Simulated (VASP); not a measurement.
# C (P6_3/mmc) in VASP: further runs

Runs on C. Level: r2SCAN. Tasks: single point.

Everything below comes from runs of VASP 6.6.1. Logs are shortened: lines on timing, memory, paths and dates and some standing lists are left out, and cuts for length are marked.

### Step 1. The cell of the first run

The structure is hexagonal, space group P6_3/mmc (No. 194). The conventional cell has a = 2.456 Å, b = 2.456 Å, c = 7.011 Å, α = 90.00°, β = 90.00°, γ = 120.00°. Within 1.9 Å of C (site symmetry -6m2) lie 3 C at 1.42 Å. Within 1.9 Å of C (site symmetry -6m2) lie 3 C at 1.42 Å.

### Step 2. Single point, r2SCAN

The input, POSCAR:

```
C
1.0
    2.4559134450      0.0000000000      0.0000000000
   -1.2279567225      2.1268834329      0.0000000000
    0.0000000000      0.0000000000      7.0106290262
C
4
Direct
    1.0000000000      1.0000000000      0.2500000000
    0.0000000000      0.0000000000      0.7500000000
    0.3333333333      0.6666666667      0.2500000000
    0.6666666667      0.3333333333      0.7500000000
```

The input, INCAR.step1:

```
  ALGO = Normal
  EDIFF = 1E-4
  ENCUT = 520
  GGA = PE
  ISMEAR = -1
  LASPH = T
  LCHARG = F
  LREAL = F
  LWAVE = T
  NBANDS = 16
  NELM = 100
  PREC = Accurate
  SIGMA = 0.6
```

The input, INCAR.step2:

```
  ALGO = Normal
  EDIFF = 1E-6
  ENCUT = 520
  ISIF = 2
  ISMEAR = -1
  ISTART = 1
  LASPH = T
  LCHARG = F
  LMIXTAU = T
  LREAL = F
  LWAVE = F
  METAGGA = R2SCAN
  NBANDS = 16
  NELM = 100
  PREC = Accurate
  SIGMA = 0.6
```

The input, KPOINTS:

```
k-points
0
Gamma
  15 15 5
```

Potentials or basis: VASP PAW PBE potentials, release 64 (C).

Started as:

```console
$ cat potpaw_PBE.64/C/POTCAR > POTCAR
$ cp INCAR.step1 INCAR
$ mpirun -np 1 vasp_std > vasp.out
$ cp INCAR.step2 INCAR
$ mpirun -np 1 vasp_std > vasp.out
```

OUTCAR:

```text
EDIFF = 1E-6
   ENCUT = 520
   ISIF = 2
   ISMEAR = -1
   ISTART = 1
   LASPH = T
   LREAL = F
   METAGGA = R2SCAN
   NELM = 100
   PREC = Accurate

 ion  position               nearest neighbor table
   1  0.000  0.000  0.250-   3 1.42   3 1.42   3 1.42
   2  0.000  0.000  0.750-   4 1.42   4 1.42   4 1.42
   3  0.333  0.667  0.250-   1 1.42   1 1.42   1 1.42
   4  0.667  0.333  0.750-   2 1.42   2 1.42   2 1.42

  LATTYP: Found a hexagonal cell.
 ALAT       =     2.4559134450
 C/A-ratio  =     2.8545912481

  Lattice vectors:

 A1 = (   2.4559134450,   0.0000000000,   0.0000000000)
 A2 = (  -1.2279567225,   2.1268834329,   0.0000000000)
 A3 = (   0.0000000000,   0.0000000000,   7.0106290262)

Analysis of symmetry for initial positions (statically):
=====================================================================
 Subroutine PRICEL returns:
 Original cell was already a primitive cell.

 Routine SETGRP: Setting up the symmetry group for a
 hexagonal supercell.

 Subroutine GETGRP returns: Found 24 space group operations
 (whereof 12 operations were pure point group operations)
 out of a pool of 24 trial point group operations.

The static configuration has the point symmetry D_3d.
 The point group associated with its full space group is D_6h.

Analysis of symmetry for dynamics (positions and initial velocities):
=====================================================================
 Subroutine PRICEL returns:
 Original cell was already a primitive cell.

 Routine SETGRP: Setting up the symmetry group for a
 hexagonal supercell.

 Subroutine GETGRP returns: Found 24 space group operations
 (whereof 12 operations were pure point group operations)
 out of a pool of 24 trial point group operations.

The dynamic configuration has the point symmetry D_3d.
 The point group associated with its full space group is D_6h.

 Subroutine INISYM returns: Found 24 space group operations
 (whereof 12 operations are pure point group operations),
 and found     1 'primitive' translations

----------------------------------------------------------------------------------------

                                     Primitive cell

  volume of cell :      36.6196

  direct lattice vectors                    reciprocal lattice vectors
     2.455913445  0.000000000  0.000000000     0.407180474  0.235085756  0.000000000
    -1.227956723  2.126883433  0.000000000     0.000000000  0.470171512  0.000000000
     0.000000000  0.000000000  7.010629026     0.000000000  0.000000000  0.142640553
[... 90 lines left out ...]
   EDIFFG = 0.1E-04   stopping-criterion for IOM
   NSW    =      0    number of steps for IOM
   IBRION =     -1    ionic relax: 0-MD 1-quasi-New 2-CG
   NFREE  =      0    steps in history (QN), initial steepest desc. (CG)
   ISIF   =      2    stress and relaxation
   ISYM   =      2    0-nonsym 1-usesym 2-fastsym
   POTIM  = 0.5000    time-step for ionic-motion
   TEBEG  =    0.0;   TEEND  =   0.0 temperature during run
   PSTRESS=    0.0 pullay stress
   NELECT =      16.0000    total number of electrons
   NUPDOWN=      -1.0000    fix difference up-down
   EMIN   =  10.00;   EMAX   =-10.00  energy-range for DOS
   EFERMI =   0.00;   METHOD = LEGACY
   ISMEAR =    -1;   SIGMA  =   0.60  broadening in eV -4-tet -1-fermi 0-gaus
   EFERMI_NEDOS =   21; number of points for ismear=-14 and -15
   IALGO  =     38    algorithm
   IMIX   =      4    mixing-type and parameters
     AMIX     =   0.40;   BMIX     =  1.00
     AMIX_MAG =   1.60;   BMIX_MAG =  1.00
  volume/ion in A,a.u.               =       9.15        61.78
  Fermi-wavevector in a.u.,A,eV,Ry     =   1.242254  2.347519 20.996428  1.543194
  Thomas-Fermi vector in A             =   2.376616
   LORBIT       =      0    0 simple, 1 ext, 2 COOP (PROOUT), +10 PAW based schemes
   METAGGA = R2SCAN    functional components
   LHFCALC =     F    Hartree Fock is set to
   AEXX    =    0.0000 exact exchange contribution
   IVDW    =     0    specifies the selected vdW correction
   LEPSILON=     F    determine dielectric tensor
   LRPA    =     F    only Hartree local field effects (RPA)
 non-spin polarized calculation
  energy-cutoff  :      520.00
  volume of cell :       36.62
 maximum number of plane-waves:      1008
   NGX =  9   NGY =  9   NGZ = 27

 number of electron      15.9999995 magnetization

 Free energy of the ion-electron system (eV)
  ---------------------------------------------------
  ext. energy  EPLUGINS =         0.00000000
  ---------------------------------------------------
  free energy    TOTEN  =       -39.85105163 eV

  energy without entropy =      -39.54092263  energy(sigma->0) =      -39.69598713

 E-fermi :   4.2588     XC(G=0): -10.8316

 val. band max:        4.1464872494   @ k =   0.3333   0.3333   0.4000
 cond. band min:       4.2933929277   @ k =   0.3333   0.3333   0.0000
 fundamental gap:      0.1469056783
 Fermi energy:         4.2587688246

 k-point     1 :       0.0000    0.0000    0.0000
  band No.  band energies     occupation
      1     -16.6333      2.00000
      2     -16.4243      2.00000
      3      -4.5641      2.00000
      4      -2.9589      1.99999
      5       1.0968      1.98977
      6       1.0968      1.98977
[... 433 lines left out ...]
      3      -9.2237      2.00000
      4      -9.1778      2.00000
      5      -5.1208      2.00000
      6      -5.0514      2.00000
[... 8 lines left out ...]
     15      16.7288      0.00000
     16      16.8660      0.00000

 [... further k-points ...]

------------------------ aborting loop because EDIFF is reached ----------------------------------------

  FORCE on cell =-STRESS in cart. coord.  units (eV):
  Direction    XX          YY          ZZ          XY          YZ          ZX
  --------------------------------------------------------------------------------------
  -------------------------------------------------------------------------------------
  Total        0.4586167      0.4586167     -0.0129434      0.0000000     -0.0000000      0.0000000
  in kB       20.0653493     20.0653493     -0.5662980      0.0000000     -0.0000000      0.0000000
  external PRESSURE =      13.1881335 kB  Pullay stress =       0.0000000 kB

 VOLUME and BASIS-vectors are now :
 -----------------------------------------------------------------------------
  energy-cutoff  :      520.00
  volume of cell :       36.62
      direct lattice vectors                 reciprocal lattice vectors
     2.455913445  0.000000000  0.000000000     0.407180474  0.235085756  0.000000000
    -1.227956723  2.126883433  0.000000000     0.000000000  0.470171512  0.000000000
     0.000000000  0.000000000  7.010629026     0.000000000  0.000000000  0.142640553

 POSITION                                       TOTAL-FORCE (eV/Angst)
 -----------------------------------------------------------------------------------
      0.00000      0.00000      1.75266         0.000000     -0.000000      0.000000
      0.00000      0.00000      5.25797        -0.000000      0.000000      0.000000
     -0.00000      1.41792      1.75266        -0.000000      0.000000      0.000000
      1.22796      0.70896      5.25797         0.000000     -0.000000     -0.000000
 -----------------------------------------------------------------------------------
    total drift:                                0.000000     -0.000000      0.000000

  FREE ENERGIE OF THE ION-ELECTRON SYSTEM (eV)
  ---------------------------------------------------
  free  energy   TOTEN  =       -39.8510516258 eV

  energy  without entropy=      -39.5409226288  energy(sigma->0) =      -39.69598713
```

OUTCAR.step1:

```text
EDIFF = 1E-4
   ENCUT = 520
   GGA = PE
   ISMEAR = -1
   LASPH = T
[... 685 lines left out ...]
      0.00000      0.00000      1.75266        -0.000000     -0.000000     -0.000000
      0.00000      0.00000      5.25797         0.000000      0.000000     -0.000000
     -0.00000      1.41792      1.75266         0.000000     -0.000000     -0.000000
      1.22796      0.70896      5.25797         0.000000     -0.000000      0.000000
 -----------------------------------------------------------------------------------
    total drift:                                0.000000     -0.000000      0.000000

  FREE ENERGIE OF THE ION-ELECTRON SYSTEM (eV)
  ---------------------------------------------------
  free  energy   TOTEN  =       -36.9787743188 eV

  energy  without entropy=      -36.6273497351  energy(sigma->0) =      -36.80306203
```

It took 1.7 min on 1 thread of Intel Xeon Platinum 8488C (Sapphire Rapids), shared host; peak memory 0.16 GiB.

Results:

* Free energy: -39.8511 eV
* Pressure: 1.3 GPa
* Band gap on the k mesh: zero (bands 8 and 9 overlap by 0.02 eV)

Caveat: so wide a smearing shifts energies and pressures; the PAW data sets were made with another functional, which shifts forces and pressure a little.

### Step 3. Single point, r2SCAN

POSCAR is that of step 2.

The input, INCAR.step1:

```
SYSTEM = C
PREC = Accurate
ENCUT = 520
ISMEAR = -1
SIGMA = 1.0
LREAL = .False.
LASPH = .True.
NELM = 60
NBANDS = 16
GGA = PE
ALGO = Normal
EDIFF = 1E-4
LWAVE = .True.
LCHARG = .False.
```

The input, INCAR.step2:

```
SYSTEM = C
PREC = Accurate
ENCUT = 520
EDIFF = 1E-6
ISMEAR = -1
SIGMA = 1.0
LREAL = .False.
LASPH = .True.
NELM = 60
ALGO = Normal
ISIF = 2
LWAVE = .False.
LCHARG = .False.
METAGGA = R2SCAN
LMIXTAU = .True.
NBANDS = 16
ISTART = 1
```

The input, KPOINTS:

```
regular mesh
0
Gamma
  15 15 5
  0 0 0
```

Potentials or basis: VASP PAW PBE potentials, release 64 (C).

Started as:

```console
$ cat potpaw_PBE.64/C/POTCAR > POTCAR
$ cp INCAR.step1 INCAR
$ mpirun -np 1 vasp_std > vasp.out
$ cp INCAR.step2 INCAR
$ mpirun -np 1 vasp_std > vasp.out
```

Wall time 1.7 min (1 thread of Intel Xeon Platinum 8488C (Sapphire Rapids), shared host); peak memory 0.16 GiB.

The run converged. Its results:

```
Free energy            : -40.2168 eV
Pressure               : 3.3 GPa
Band gap on the k mesh : zero (bands 8 and 9 overlap by 0.02 eV)
```

Stress tensor (GPa, compression positive):
```
 4.94  0.00  0.00
 0.00  4.94  0.00
 0.00  0.00 -0.13
```

Levels at points of the mesh, in eV from the Fermi level:
```
           k point  band 5  band 6  band 7  band 8  band 9  band 10  band 11  band 12
(0.00, 0.00, 0.00)   -3.20   -3.20   -3.19   -3.19    4.08     8.73     8.73     8.77
```

Caveat: the stress differs along the axes, from -0 to 5 GPa; so wide a smearing shifts energies and pressures; the PAW data sets were made with another functional, which shifts forces and pressure a little.

### Step 4. Single point, r2SCAN

POSCAR is that of step 3.

The input, INCAR.step1:

```
SYSTEM = C
PREC = Accurate
ENCUT = 520
ISMEAR = 0
SIGMA = 0.01
LREAL = .FALSE.
LASPH = .TRUE.
NELM = 60
NBANDS = 16
GGA = PE
ALGO = Normal
EDIFF = 1E-4
LWAVE = .TRUE.
LCHARG = .FALSE.
```

The input, INCAR.step2:

```
SYSTEM = C
PREC = Accurate
ENCUT = 520
EDIFF = 1E-6
ISMEAR = 0
SIGMA = 0.01
LREAL = .FALSE.
LASPH = .TRUE.
NELM = 60
ALGO = Normal
ISIF = 2
LWAVE = .FALSE.
LCHARG = .FALSE.
METAGGA = R2SCAN
LMIXTAU = .TRUE.
NBANDS = 16
ISTART = 1
```

The input, KPOINTS:

```
Automatic mesh
0
G
  15 15 5
  0 0 0
```

Potentials or basis: VASP PAW PBE potentials, release 64 (C).

Started as:

```console
$ cat potpaw_PBE.64/C/POTCAR > POTCAR
$ cp INCAR.step1 INCAR
$ mpirun -np 1 vasp_std > vasp.out
$ cp INCAR.step2 INCAR
$ mpirun -np 1 vasp_std > vasp.out
```

OUTCAR:

```text
SYSTEM = C
   PREC = Accurate
   ENCUT = 520
   EDIFF = 1E-6
   ISMEAR = 0
   LREAL = .FALSE.
   LASPH = .TRUE.
   NELM = 60
   ISIF = 2
   METAGGA = R2SCAN
   ISTART = 1

 ion  position               nearest neighbor table
   1  0.000  0.000  0.250-   3 1.42   3 1.42   3 1.42
   2  0.000  0.000  0.750-   4 1.42   4 1.42   4 1.42
   3  0.333  0.667  0.250-   1 1.42   1 1.42   1 1.42
   4  0.667  0.333  0.750-   2 1.42   2 1.42   2 1.42

  LATTYP: Found a hexagonal cell.
 ALAT       =     2.4559134450
 C/A-ratio  =     2.8545912481

  Lattice vectors:

 A1 = (   2.4559134450,   0.0000000000,   0.0000000000)
 A2 = (  -1.2279567225,   2.1268834329,   0.0000000000)
 A3 = (   0.0000000000,   0.0000000000,   7.0106290262)

Analysis of symmetry for initial positions (statically):
=====================================================================
 Subroutine PRICEL returns:
 Original cell was already a primitive cell.

 Routine SETGRP: Setting up the symmetry group for a
 hexagonal supercell.

 Subroutine GETGRP returns: Found 24 space group operations
 (whereof 12 operations were pure point group operations)
 out of a pool of 24 trial point group operations.

The static configuration has the point symmetry D_3d.
 The point group associated with its full space group is D_6h.

Analysis of symmetry for dynamics (positions and initial velocities):
=====================================================================
 Subroutine PRICEL returns:
 Original cell was already a primitive cell.

 Routine SETGRP: Setting up the symmetry group for a
 hexagonal supercell.

 Subroutine GETGRP returns: Found 24 space group operations
[... 122 lines left out ...]
   EFERMI =   0.00;   METHOD = LEGACY
   ISMEAR =     0;   SIGMA  =   0.01  broadening in eV -4-tet -1-fermi 0-gaus
   EFERMI_NEDOS =   21; number of points for ismear=-14 and -15
   IALGO  =     38    algorithm
   IMIX   =      4    mixing-type and parameters
     AMIX     =   0.40;   BMIX     =  1.00
     AMIX_MAG =   1.60;   BMIX_MAG =  1.00
  volume/ion in A,a.u.               =       9.15        61.78
  Fermi-wavevector in a.u.,A,eV,Ry     =   1.242254  2.347519 20.996428  1.543194
  Thomas-Fermi vector in A             =   2.376616
   LORBIT       =      0    0 simple, 1 ext, 2 COOP (PROOUT), +10 PAW based schemes
   METAGGA = R2SCAN    functional components
   LHFCALC =     F    Hartree Fock is set to
   AEXX    =    0.0000 exact exchange contribution
   IVDW    =     0    specifies the selected vdW correction
   LEPSILON=     F    determine dielectric tensor
   LRPA    =     F    only Hartree local field effects (RPA)
 non-spin polarized calculation
 Gauss-broadening in eV      SIGMA  =   0.01
  energy-cutoff  :      520.00
  volume of cell :       36.62
 maximum number of plane-waves:      1008
   NGX =  9   NGY =  9   NGZ = 27

 number of electron      15.9999995 magnetization

 Free energy of the ion-electron system (eV)
  ---------------------------------------------------
  ext. energy  EPLUGINS =         0.00000000
  ---------------------------------------------------
  free energy    TOTEN  =       -39.74877301 eV

  energy without entropy =      -39.74871003  energy(sigma->0) =      -39.74874152

 E-fermi :   4.3057     XC(G=0): -10.8307

 val. band max:        4.3025244404   @ k =   0.3333   0.3333   0.2000
 cond. band min:       4.3141216190   @ k =   0.3333   0.3333   0.4000
 fundamental gap:      0.0115971786
 Fermi energy:         4.3056569109

 k-point     1 :       0.0000    0.0000    0.0000
  band No.  band energies     occupation
      1     -16.6320      2.00000
      2     -16.4228      2.00000
      3      -4.5636      2.00000
      4      -2.9580      2.00000
      5       1.0983      2.00000
      6       1.0983      2.00000
[... 433 lines left out ...]
      3      -9.2222      2.00000
      4      -9.1763      2.00000
      5      -5.1193      2.00000
      6      -5.0499      2.00000
[... 8 lines left out ...]
     15      16.7330      0.00000
     16      16.8696      0.00000

 [... further k-points ...]

------------------------ aborting loop because EDIFF is reached ----------------------------------------

  FORCE on cell =-STRESS in cart. coord.  units (eV):
  Direction    XX          YY          ZZ          XY          YZ          ZX
  --------------------------------------------------------------------------------------
  -------------------------------------------------------------------------------------
  Total        0.2321196      0.2321196     -0.0040783     -0.0000000     -0.0000000      0.0000000
  in kB       10.1556740     10.1556740     -0.1784351     -0.0000000     -0.0000000      0.0000000
  external PRESSURE =       6.7109710 kB  Pullay stress =       0.0000000 kB

 VOLUME and BASIS-vectors are now :
 -----------------------------------------------------------------------------
  energy-cutoff  :      520.00
  volume of cell :       36.62
      direct lattice vectors                 reciprocal lattice vectors
     2.455913445  0.000000000  0.000000000     0.407180474  0.235085756  0.000000000
    -1.227956723  2.126883433  0.000000000     0.000000000  0.470171512  0.000000000
     0.000000000  0.000000000  7.010629026     0.000000000  0.000000000  0.142640553

 POSITION                                       TOTAL-FORCE (eV/Angst)
 -----------------------------------------------------------------------------------
      0.00000      0.00000      1.75266         0.000000     -0.000000      0.000000
      0.00000      0.00000      5.25797        -0.000000      0.000000     -0.000000
     -0.00000      1.41792      1.75266        -0.000000      0.000000      0.000000
      1.22796      0.70896      5.25797         0.000000     -0.000000      0.000000
 -----------------------------------------------------------------------------------
    total drift:                                0.000000     -0.000000      0.000000

  FREE ENERGIE OF THE ION-ELECTRON SYSTEM (eV)
  ---------------------------------------------------
  free  energy   TOTEN  =       -39.7487730081 eV

  energy  without entropy=      -39.7487100317  energy(sigma->0) =      -39.74874152
```

OUTCAR.step1:

```text
SYSTEM = C
   PREC = Accurate
   ENCUT = 520
   ISMEAR = 0
   LREAL = .FALSE.
   LASPH = .TRUE.
[... 687 lines left out ...]
      0.00000      0.00000      5.25797        -0.000000     -0.000000      0.000000
     -0.00000      1.41792      1.75266         0.000000     -0.000000     -0.000000
      1.22796      0.70896      5.25797        -0.000000      0.000000      0.000000
 -----------------------------------------------------------------------------------
    total drift:                                0.000000     -0.000000      0.000000

  FREE ENERGIE OF THE ION-ELECTRON SYSTEM (eV)
  ---------------------------------------------------
  free  energy   TOTEN  =       -36.8627599093 eV

  energy  without entropy=      -36.8626938028  energy(sigma->0) =      -36.86272686
```

OSZICAR.step1:

```text
N       E                     dE             d eps       ncg     rms          rms(c)
DAV:   1     0.356100411202E+02    0.35610E+02   -0.79505E+03  2608   0.919E+02
DAV:   2    -0.365894469570E+02   -0.72199E+02   -0.65764E+02  3632   0.194E+02
DAV:   3    -0.393211404834E+02   -0.27317E+01   -0.27131E+01  3304   0.350E+01
DAV:   4    -0.393454088384E+02   -0.24268E-01   -0.24251E-01  3352   0.392E+00
DAV:   5    -0.393458110434E+02   -0.40220E-03   -0.40219E-03  3200   0.480E-01    0.906E+00
DAV:   6    -0.374572380065E+02    0.18886E+01   -0.12696E+00  3016   0.710E+00    0.530E+00
DAV:   7    -0.368536291559E+02    0.60361E+00   -0.15744E+00  3192   0.802E+00    0.151E+00
DAV:   8    -0.368639520015E+02   -0.10323E-01   -0.74034E-02  3024   0.161E+00    0.348E-01
DAV:   9    -0.368625507302E+02    0.14013E-02   -0.20602E-03  3296   0.316E-01    0.108E-01
DAV:  10    -0.368627678508E+02   -0.21712E-03   -0.70467E-04  2784   0.168E-01    0.775E-02
DAV:  11    -0.368627599093E+02    0.79415E-05   -0.27597E-05  2112   0.363E-02
   1 F= -.36862760E+02 E0= -.36862727E+02  d E =-.661065E-04
```

Run time: 1.7 min. Hardware: 1 thread of Intel Xeon Platinum 8488C (Sapphire Rapids), shared host; peak memory 0.16 GiB.

Results:

```yaml
Free_energy: -39.7488 eV
Pressure: 0.7 GPa
Band_gap_on_the_k_mesh: zero (bands 8 and 9 overlap by 0.02 eV)
```

Stress tensor (GPa, compression positive):
```
 1.02  0.00  0.00
 0.00  1.02  0.00
 0.00  0.00 -0.02
```

Caveat: the PAW data sets were made with another functional, which shifts forces and pressure a little.

[end of part 1 of 2]

The gap in the log of VASP goes by the Fermi energy; the results here count the filled bands.